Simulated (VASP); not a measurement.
# Al (Fm-3m) in VASP: a series of runs, part 2 of 3

VASP 6.6.1.

**3. Single point, PBE**

This run uses another cell than the first one, of 15.27 Å³/atom, 1.045 times its volume.

INCAR reads:

```
ALGO = Normal
EDIFF = 1E-6
ENCUT = 520
GGA = PE
ISIF = 2
ISMEAR = 1
LASPH = T
LCHARG = F
LREAL = F
LWAVE = F
NBANDS = 8
NELM = 60
PREC = Accurate
SIGMA = 0.15
```

KPOINTS reads:

```
k-points
0
Gamma
  12 12 12
```

POSCAR reads:

```
Al
1.0
    0.0000000000      1.9693075812      1.9693075812
    1.9693075812      0.0000000000      1.9693075812
    1.9693075812      1.9693075812      0.0000000000
Al
1
Direct
    0.0000000000      0.0000000000      0.0000000000
```

Potentials or basis: VASP PAW PBE potentials, release 64 (Al).

Launch:

```
$ cat potpaw_PBE.64/Al/POTCAR > POTCAR
$ mpirun -np 1 vasp_std > vasp.out
```

OUTCAR:

```text
EDIFF = 1E-6
   ENCUT = 520
   GGA = PE
   ISIF = 2
   ISMEAR = 1
   LASPH = T
   LREAL = F
   NELM = 60
   PREC = Accurate

 ion  position               nearest neighbor table
   1  0.000  0.000  0.000-

  LATTYP: Found a face centered cubic cell.
 ALAT       =     3.9386151624

  Lattice vectors:

 A1 = (   0.0000000000,   1.9693075812,   1.9693075812)
 A2 = (   1.9693075812,   0.0000000000,   1.9693075812)
 A3 = (   1.9693075812,   1.9693075812,   0.0000000000)

Analysis of symmetry for initial positions (statically):
=====================================================================
 Subroutine PRICEL returns:
 Original cell was already a primitive cell.

 Routine SETGRP: Setting up the symmetry group for a
 face centered cubic supercell.

 Subroutine GETGRP returns: Found 48 space group operations
 (whereof 48 operations were pure point group operations)
 out of a pool of 48 trial point group operations.

The static configuration has the point symmetry O_h .

Analysis of symmetry for dynamics (positions and initial velocities):
=====================================================================
 Subroutine PRICEL returns:
 Original cell was already a primitive cell.

 Routine SETGRP: Setting up the symmetry group for a
 face centered cubic supercell.

 Subroutine GETGRP returns: Found 48 space group operations
 (whereof 48 operations were pure point group operations)
 out of a pool of 48 trial point group operations.

The dynamic configuration has the point symmetry O_h .

 Subroutine INISYM returns: Found 48 space group operations
 (whereof 48 operations are pure point group operations),
 and found     1 'primitive' translations

----------------------------------------------------------------------------------------

                                     Primitive cell

  volume of cell :      15.2746

  direct lattice vectors                    reciprocal lattice vectors
     0.000000000  1.969307581  1.969307581    -0.253896346  0.253896346  0.253896346
     1.969307581  0.000000000  1.969307581     0.253896346 -0.253896346  0.253896346
     1.969307581  1.969307581  0.000000000     0.253896346  0.253896346 -0.253896346

  length of vectors
     2.785021490  2.785021490  2.785021490     0.439761372  0.439761372  0.439761372

  position of ions in fractional coordinates (direct lattice)
     0.000000000  0.000000000  0.000000000

  ion indices of the primitive-cell ions
   primitive index   ion index
                 1           1

----------------------------------------------------------------------------------------

 KPOINTS: k-points

Automatic generation of k-mesh.
 Grid dimensions read from file:
 generate k-points for:   12   12   12

 Generating k-lattice:

  Cartesian coordinates                     Fractional coordinates (reciprocal lattice)
    -0.021158029  0.021158029  0.021158029     0.083333333  0.000000000  0.000000000
     0.021158029 -0.021158029  0.021158029     0.000000000  0.083333333  0.000000000
     0.021158029  0.021158029 -0.021158029     0.000000000  0.000000000  0.083333333

  Length of vectors
     0.036646781  0.036646781  0.036646781

  Shift w.r.t. Gamma in fractional coordinates (k-lattice)
     0.000000000  0.000000000  0.000000000

 Subroutine IBZKPT returns following result:
 ===========================================

 Found     72 irreducible k-points:

 Following reciprocal coordinates:
            Coordinates               Weight
  0.000000  0.000000  0.000000      1.000000
  0.083333  0.000000  0.000000      8.000000
  0.166667  0.000000  0.000000      8.000000
  0.250000  0.000000  0.000000      8.000000
  0.333333  0.000000  0.000000      8.000000
  0.416667  0.000000  0.000000      8.000000
[... 16 lines left out ...]
  0.500000  0.166667  0.000000     24.000000
 -0.416667  0.166667  0.000000     24.000000
 [... further k-points ...]
   k-points           NKPTS =     72   k-points in BZ     NKDIM =     72   number of bands    NBANDS=      8
   number of dos      NEDOS =    301   number of ions     NIONS =      1
   total plane-waves  NPLWV =  13824
   dimension x,y,z NGX =    24 NGY =   24 NGZ =   24
   dimension x,y,z NGXF=    48 NGYF=   48 NGZF=   48
   ions per type =               1
   NGX,Y,Z   is equivalent  to a cutoff of  14.33, 14.33, 14.33 a.u.
   NGXF,Y,Z  is equivalent  to a cutoff of  28.65, 28.65, 28.65 a.u.
 SYSTEM =  unknown system
   PREC   = accura    normal or accurate (medium, high low for compatibility)
   ISTART =      0    job   : 0-new  1-cont  2-samecut
   ICHARG =      2    charge: 1-file 2-atom 10-const
   ISPIN  =      1    spin polarized calculation?
   LNONCOLLINEAR =      F non collinear calculations
   LSORBIT =      F    spin-orbit coupling
   LASPH  =      T    aspherical Exc in radial PAW
   ENCUT  =  520.0 eV  38.22 Ry    6.18 a.u.   5.18  5.18  5.18*2*pi/ulx,y,z
   NELM   =     60;   NELMIN=  2; NELMDL= -5     # of ELM steps
   EDIFF  = 0.1E-05   stopping-criterion for ELM
   LREAL  =      F    real-space projection
   EDIFFG = 0.1E-04   stopping-criterion for IOM
   NSW    =      0    number of steps for IOM
   IBRION =     -1    ionic relax: 0-MD 1-quasi-New 2-CG
   NFREE  =      0    steps in history (QN), initial steepest desc. (CG)
   ISIF   =      2    stress and relaxation
   ISYM   =      2    0-nonsym 1-usesym 2-fastsym
   POTIM  = 0.5000    time-step for ionic-motion
   TEBEG  =    0.0;   TEEND  =   0.0 temperature during run
   PSTRESS=    0.0 pullay stress
   NELECT =       3.0000    total number of electrons
   NUPDOWN=      -1.0000    fix difference up-down
   EMIN   =  10.00;   EMAX   =-10.00  energy-range for DOS
   EFERMI =   0.00;   METHOD = LEGACY
   ISMEAR =     1;   SIGMA  =   0.15  broadening in eV -4-tet -1-fermi 0-gaus
   EFERMI_NEDOS =   21; number of points for ismear=-14 and -15
   IALGO  =     38    algorithm
   IMIX   =      4    mixing-type and parameters
     AMIX     =   0.40;   BMIX     =  1.00
     AMIX_MAG =   1.60;   BMIX_MAG =  1.00
  volume/ion in A,a.u.               =      15.27       103.08
  Fermi-wavevector in a.u.,A,eV,Ry     =   0.951609  1.798280 12.320878  0.905559
  Thomas-Fermi vector in A             =   2.080095
   LORBIT       =      0    0 simple, 1 ext, 2 COOP (PROOUT), +10 PAW based schemes
   GGA     = PE    functional components
   LHFCALC =     F    Hartree Fock is set to
   AEXX    =    0.0000 exact exchange contribution
   IVDW    =     0    specifies the selected vdW correction
   LEPSILON=     F    determine dielectric tensor
   LRPA    =     F    only Hartree local field effects (RPA)
 non-spin polarized calculation
 Methfessel and Paxton  Order N= 1 SIGMA  =   0.15
  energy-cutoff  :      520.00
  volume of cell :       15.27
 maximum number of plane-waves:       424
 NGX is ok and might be reduce to    24
   NGX = 11   NGY = 11   NGZ = 11

 number of electron       3.0000000 magnetization

 Free energy of the ion-electron system (eV)
  ---------------------------------------------------
  ext. energy  EPLUGINS =         0.00000000
  ---------------------------------------------------
  free energy    TOTEN  =        -3.72619195 eV

  energy without entropy =       -3.72579149  energy(sigma->0) =       -3.72605846

 E-fermi :   8.7011     XC(G=0): -10.4784

 val. band max:        8.6803732788   @ k =  -0.3333   0.4167   0.0833
 cond. band min:       8.7481457579   @ k =  -0.4167   0.4167   0.0833
 fundamental gap:      0.0677724791
 Fermi energy:         8.7011238853

 k-point     1 :       0.0000    0.0000    0.0000
  band No.  band energies     occupation
      1      -2.8488      2.00000
      2      21.8862      0.00000
      3      21.8862      0.00000
      4      21.8862      0.00000
      5      23.9834      0.00000
      6      23.9834      0.00000
      7      23.9834      0.00000
      8      25.8668      0.00000

 k-point     2 :       0.0833    0.0000    0.0000
  band No.  band energies     occupation
      1      -2.6502      2.00000
      2      19.2721      0.00000
      3      21.4077      0.00000
      4      21.4077      0.00000
      5      24.4664      0.00000
      6      24.7768      0.00000
      7      24.7768      0.00000
      8      27.8581      0.00000
[... 221 lines left out ...]
 k-point    23 :       0.5000    0.1667    0.0000
  band No.  band energies     occupation
      1       3.3530      2.00000
      2       6.3963      2.00000
      3      15.3597      0.00000
      4      17.4818      0.00000
      5      19.3506      0.00000
      6      25.6176      0.00000
      7      28.2030      0.00000
      8      30.0382      0.00000

 k-point    24 :      -0.4167    0.1667    0.0000
  band No.  band energies     occupation
      1       4.0338      2.00000
      2       5.5982      2.00000
      3      14.6086      0.00000
      4      18.1042      0.00000
      5      20.0440      0.00000
      6      24.8932      0.00000
      7      27.8266      0.00000
      8      30.7759      0.00000

 [... further k-points ...]
[... 5 lines left out ...]
  --------------------------------------------------------------------------------------
  -------------------------------------------------------------------------------------
  Total        0.7006455      0.7006455      0.7006455     -0.0000000      0.0000000      0.0000000
  in kB       73.4916965     73.4916965     73.4916965     -0.0000000      0.0000000      0.0000000
  external PRESSURE =      73.4916965 kB  Pullay stress =       0.0000000 kB

 VOLUME and BASIS-vectors are now :
 -----------------------------------------------------------------------------
  energy-cutoff  :      520.00
  volume of cell :       15.27
      direct lattice vectors                 reciprocal lattice vectors
     0.000000000  1.969307581  1.969307581    -0.253896346  0.253896346  0.253896346
     1.969307581  0.000000000  1.969307581     0.253896346 -0.253896346  0.253896346
     1.969307581  1.969307581  0.000000000     0.253896346  0.253896346 -0.253896346

 POSITION                                       TOTAL-FORCE (eV/Angst)
 -----------------------------------------------------------------------------------
      0.00000      0.00000      0.00000         0.000000      0.000000      0.000000
 -----------------------------------------------------------------------------------
    total drift:                               -0.000000     -0.000000     -0.000000

  FREE ENERGIE OF THE ION-ELECTRON SYSTEM (eV)
  ---------------------------------------------------
  free  energy   TOTEN  =        -3.7261919455 eV

  energy  without entropy=       -3.7257914882  energy(sigma->0) =       -3.72605846
```

OSZICAR:

```text
N       E                     dE             d eps       ncg     rms          rms(c)
DAV:   1    -0.210474347615E+01   -0.21047E+01   -0.95248E+02  1160   0.213E+02
DAV:   2    -0.374216424036E+01   -0.16374E+01   -0.15887E+01  1592   0.201E+01
DAV:   3    -0.374984525269E+01   -0.76810E-02   -0.76793E-02  1552   0.154E+00
DAV:   4    -0.374986262062E+01   -0.17368E-04   -0.17367E-04  1752   0.623E-02
DAV:   5    -0.374986270591E+01   -0.85295E-07   -0.85596E-07  1504   0.233E-03    0.144E+00
DAV:   6    -0.373617038440E+01    0.13692E-01   -0.12350E-03  1552   0.169E-01    0.838E-01
DAV:   7    -0.372619704837E+01    0.99733E-02   -0.37968E-03  1512   0.277E-01    0.161E-01
DAV:   8    -0.372619384183E+01    0.32065E-05   -0.11610E-05  1640   0.242E-02    0.213E-02
DAV:   9    -0.372619213075E+01    0.17111E-05   -0.68818E-07  1632   0.395E-03    0.582E-04
DAV:  10    -0.372619194552E+01    0.18523E-06   -0.27359E-09  1072   0.395E-04
   1 F= -.37261919E+01 E0= -.37260585E+01  d E =-.400457E-03
```

It took 8.7 s on 1 thread of Intel Xeon 8259CL, shared host; peak memory 0.13 GiB.

Results:

- Free energy: -3.7262 eV
- Pressure: 7.3 GPa

[end of part 2 of 3]
